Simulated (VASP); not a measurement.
# Cl (Fd-3m) in VASP: notebook, part 2 of 2

VASP 6.6.1.

### 3 Single point, LDA

INCAR reads:

```
PREC = Accurate
ENCUT = 500
EDIFF = 1E-6
ISMEAR = -1
SIGMA = 0.1
LREAL = False
LASPH = True
NELM = 120
ALGO = Normal
ISIF = 2
LWAVE = False
LCHARG = True
GGA = CA
LELF = True
LVHAR = True
NBANDS = 14
GGA_COMPAT = False
```

KPOINTS reads:

```
regular mesh
0
Gamma
  12 12 12
```

POSCAR reads:

```
Cl
1.0
    0.0000000000      2.7603504798      2.7603504798
    2.7603504798      0.0000000000      2.7603504798
    2.7603504798      2.7603504798      0.0000000000
Cl
2
Direct
   -0.1250000000     -0.1250000000     -0.1250000000
    0.1250000000      0.1250000000      0.1250000000
```

Potentials or basis: VASP PAW LDA potentials, release 64 (Cl).

Started as:

```sh
$ cat potpaw_LDA.64/Cl/POTCAR > POTCAR
$ mpirun -np 1 vasp_std > vasp.out
```

OUTCAR:

```text
PREC = Accurate
   ENCUT = 500
   EDIFF = 1E-6
   ISMEAR = -1
   LREAL = False
   LASPH = True
   NELM = 120
   ISIF = 2
   GGA = CA

 ion  position               nearest neighbor table
   1  0.875  0.875  0.875-   2 2.39   2 2.39   2 2.39   2 2.39
   2  0.125  0.125  0.125-   1 2.39   1 2.39   1 2.39   1 2.39

  LATTYP: Found a face centered cubic cell.
 ALAT       =     5.5207009596

  Lattice vectors:

 A1 = (   0.0000000000,   2.7603504798,   2.7603504798)
 A2 = (   2.7603504798,   0.0000000000,   2.7603504798)
 A3 = (   2.7603504798,   2.7603504798,   0.0000000000)

Analysis of symmetry for initial positions (statically):
=====================================================================
 Subroutine PRICEL returns:
 Original cell was already a primitive cell.

 Routine SETGRP: Setting up the symmetry group for a
 face centered cubic supercell.

 Subroutine GETGRP returns: Found 48 space group operations
 (whereof 12 operations were pure point group operations)
 out of a pool of 48 trial point group operations.

The static configuration has the point symmetry D_3d.
 The point group associated with its full space group is O_h .

Analysis of symmetry for dynamics (positions and initial velocities):
=====================================================================
 Subroutine PRICEL returns:
 Original cell was already a primitive cell.

 Routine SETGRP: Setting up the symmetry group for a
 face centered cubic supercell.

 Subroutine GETGRP returns: Found 48 space group operations
 (whereof 12 operations were pure point group operations)
 out of a pool of 48 trial point group operations.

The dynamic configuration has the point symmetry D_3d.
 The point group associated with its full space group is O_h .

 Subroutine INISYM returns: Found 48 space group operations
 (whereof 12 operations are pure point group operations),
 and found     1 'primitive' translations

----------------------------------------------------------------------------------------

                                     Primitive cell

  volume of cell :      42.0652

  direct lattice vectors                    reciprocal lattice vectors
     0.000000000  2.760350480  2.760350480    -0.181136419  0.181136419  0.181136419
     2.760350480  0.000000000  2.760350480     0.181136419 -0.181136419  0.181136419
     2.760350480  2.760350480  0.000000000     0.181136419  0.181136419 -0.181136419

  length of vectors
     3.903725085  3.903725085  3.903725085     0.313737480  0.313737480  0.313737480

  position of ions in fractional coordinates (direct lattice)
     0.875000000  0.875000000  0.875000000
     0.125000000  0.125000000  0.125000000

  ion indices of the primitive-cell ions
   primitive index   ion index
                 1           1
                 2           2

----------------------------------------------------------------------------------------

 KPOINTS: regular mesh

Automatic generation of k-mesh.
 Grid dimensions read from file:
 generate k-points for:   12   12   12

 Generating k-lattice:

  Cartesian coordinates                     Fractional coordinates (reciprocal lattice)
    -0.015094702  0.015094702  0.015094702     0.083333333  0.000000000  0.000000000
[... 41 lines left out ...]
   k-points           NKPTS =     72   k-points in BZ     NKDIM =     72   number of bands    NBANDS=     14
   number of dos      NEDOS =    301   number of ions     NIONS =      2
   total plane-waves  NPLWV =  21952
   dimension x,y,z NGX =    28 NGY =   28 NGZ =   28
   dimension x,y,z NGXF=    56 NGYF=   56 NGZF=   56
   ions per type =               2
   NGX,Y,Z   is equivalent  to a cutoff of  11.92, 11.92, 11.92 a.u.
   NGXF,Y,Z  is equivalent  to a cutoff of  23.85, 23.85, 23.85 a.u.
 SYSTEM =  unknown system
   PREC   = accura    normal or accurate (medium, high low for compatibility)
   ISTART =      0    job   : 0-new  1-cont  2-samecut
   ICHARG =      2    charge: 1-file 2-atom 10-const
   ISPIN  =      1    spin polarized calculation?
   LNONCOLLINEAR =      F non collinear calculations
   LSORBIT =      F    spin-orbit coupling
   LASPH  =      T    aspherical Exc in radial PAW
   ENCUT  =  500.0 eV  36.75 Ry    6.06 a.u.   7.12  7.12  7.12*2*pi/ulx,y,z
   NELM   =    120;   NELMIN=  2; NELMDL= -5     # of ELM steps
   EDIFF  = 0.1E-05   stopping-criterion for ELM
   LREAL  =      F    real-space projection
   EDIFFG = 0.1E-04   stopping-criterion for IOM
   NSW    =      0    number of steps for IOM
   IBRION =     -1    ionic relax: 0-MD 1-quasi-New 2-CG
   NFREE  =      0    steps in history (QN), initial steepest desc. (CG)
   ISIF   =      2    stress and relaxation
   ISYM   =      2    0-nonsym 1-usesym 2-fastsym
   POTIM  = 0.5000    time-step for ionic-motion
   TEBEG  =    0.0;   TEEND  =   0.0 temperature during run
   PSTRESS=    0.0 pullay stress
   NELECT =      14.0000    total number of electrons
   NUPDOWN=      -1.0000    fix difference up-down
   EMIN   =  10.00;   EMAX   =-10.00  energy-range for DOS
   EFERMI =   0.00;   METHOD = LEGACY
   ISMEAR =    -1;   SIGMA  =   0.10  broadening in eV -4-tet -1-fermi 0-gaus
   EFERMI_NEDOS =   21; number of points for ismear=-14 and -15
   IALGO  =     38    algorithm
   IMIX   =      4    mixing-type and parameters
     AMIX     =   0.40;   BMIX     =  1.00
     AMIX_MAG =   1.60;   BMIX_MAG =  1.00
  volume/ion in A,a.u.               =      21.03       141.93
  Fermi-wavevector in a.u.,A,eV,Ry     =   1.134514  2.143921 17.512365  1.287123
  Thomas-Fermi vector in A             =   2.271218
   LORBIT       =      0    0 simple, 1 ext, 2 COOP (PROOUT), +10 PAW based schemes
   GGA     = CA    functional components
   LHFCALC =     F    Hartree Fock is set to
   AEXX    =    0.0000 exact exchange contribution
   IVDW    =     0    specifies the selected vdW correction
   LEPSILON=     F    determine dielectric tensor
   LRPA    =     F    only Hartree local field effects (RPA)
 non-spin polarized calculation
  energy-cutoff  :      500.00
  volume of cell :       42.07
 maximum number of plane-waves:      1090
   NGX = 15   NGY = 15   NGZ = 15

 number of electron      14.0000002 magnetization

 Free energy of the ion-electron system (eV)
  ---------------------------------------------------
  ext. energy  EPLUGINS =         0.00000000
  ---------------------------------------------------
  free energy    TOTEN  =        -2.13643668 eV

  energy without entropy =       -2.05699141  energy(sigma->0) =       -2.09671404

 E-fermi :   3.5272     XC(G=0):  -9.6108

 val. band max:        3.5242542383   @ k =  -0.2500   0.2500   0.0000
 cond. band min:       3.5335655273   @ k =  -0.3333   0.3333   0.0000
 fundamental gap:      0.0093112890
 Fermi energy:         3.5271621906

 k-point     1 :       0.0000    0.0000    0.0000
  band No.  band energies     occupation
      1     -14.9738      2.00000
      2      -8.7057      2.00000
      3      -1.5898      2.00000
      4      -1.5898      2.00000
      5      -1.5898      2.00000
      6       1.5024      2.00000
      7       1.5024      2.00000
      8       1.5024      2.00000
      9       8.9579      0.00000
     10      12.4373      0.00000
     11      12.4373      0.00000
     12      15.0665      0.00000
     13      15.0665      0.00000
     14      15.0665      0.00000
[... 377 lines left out ...]
      1     -13.5673      2.00000
      2     -11.2712      2.00000
      3      -3.3417      2.00000
      4      -2.5147      2.00000
      5      -0.8912      2.00000
      6       2.4048      1.99997
      7       2.9866      1.99105
      8       3.8670      0.06467
      9      10.3378      0.00000
     10      11.7676      0.00000
     11      12.2236      0.00000
     12      14.2797      0.00000
     13      15.9366      0.00000
     14      16.4822      0.00000

 [... further k-points ...]

------------------------ aborting loop because EDIFF is reached ----------------------------------------

  FORCE on cell =-STRESS in cart. coord.  units (eV):
  Direction    XX          YY          ZZ          XY          YZ          ZX
  --------------------------------------------------------------------------------------
  -------------------------------------------------------------------------------------
  Total        4.9765791      4.9765791      4.9765791      0.0000000      0.0000000      0.0000000
  in kB      189.5478280    189.5478280    189.5478280      0.0000000      0.0000000      0.0000000
  external PRESSURE =     189.5478280 kB  Pullay stress =       0.0000000 kB

 VOLUME and BASIS-vectors are now :
 -----------------------------------------------------------------------------
  energy-cutoff  :      500.00
  volume of cell :       42.07
      direct lattice vectors                 reciprocal lattice vectors
     0.000000000  2.760350480  2.760350480    -0.181136419  0.181136419  0.181136419
     2.760350480  0.000000000  2.760350480     0.181136419 -0.181136419  0.181136419
     2.760350480  2.760350480  0.000000000     0.181136419  0.181136419 -0.181136419

 POSITION                                       TOTAL-FORCE (eV/Angst)
 -----------------------------------------------------------------------------------
      4.83061      4.83061      4.83061         0.000000     -0.000000      0.000000
      0.69009      0.69009      0.69009        -0.000000      0.000000     -0.000000
 -----------------------------------------------------------------------------------
    total drift:                                0.000000     -0.000000     -0.000000

  FREE ENERGIE OF THE ION-ELECTRON SYSTEM (eV)
  ---------------------------------------------------
  free  energy   TOTEN  =        -2.1364366761 eV

  energy  without entropy=       -2.0569914103  energy(sigma->0) =       -2.09671404
```

OSZICAR:

```text
N       E                     dE             d eps       ncg     rms          rms(c)
DAV:   1     0.720880328319E+02    0.72088E+02   -0.62849E+03  2016   0.849E+02
DAV:   2     0.168759843862E+01   -0.70400E+02   -0.65523E+02  2802   0.164E+02
DAV:   3    -0.210283491470E+01   -0.37904E+01   -0.37414E+01  2616   0.407E+01
DAV:   4    -0.213975039179E+01   -0.36915E-01   -0.36899E-01  2496   0.479E+00
DAV:   5    -0.214040178451E+01   -0.65139E-03   -0.65135E-03  2658   0.633E-01    0.195E+01
DAV:   6    -0.213710815483E+01    0.32936E-02   -0.38630E-03  2484   0.371E-01    0.117E+01
DAV:   7    -0.213656842036E+01    0.53973E-03   -0.40247E-03  2616   0.365E-01    0.126E-01
DAV:   8    -0.213643647043E+01    0.13195E-03   -0.37501E-04  2508   0.116E-01    0.198E-02
DAV:   9    -0.213643666095E+01   -0.19052E-06   -0.11457E-05  2688   0.225E-02    0.992E-03
DAV:  10    -0.213643667606E+01   -0.15109E-07   -0.56929E-07  1812   0.484E-03
   1 F= -.21364367E+01 E0= -.20967140E+01  d E =-.794453E-01
```

Wall time 23 s (1 thread of Intel Xeon 8259CL, shared host); peak memory 0.15 GiB.

Results:

```
Free energy            : -2.1364 eV
Pressure               : 19.0 GPa
Band gap on the k mesh : zero (bands 7 and 8 overlap by 2.91 eV)
```

Caveat: the cell stands under pressure.
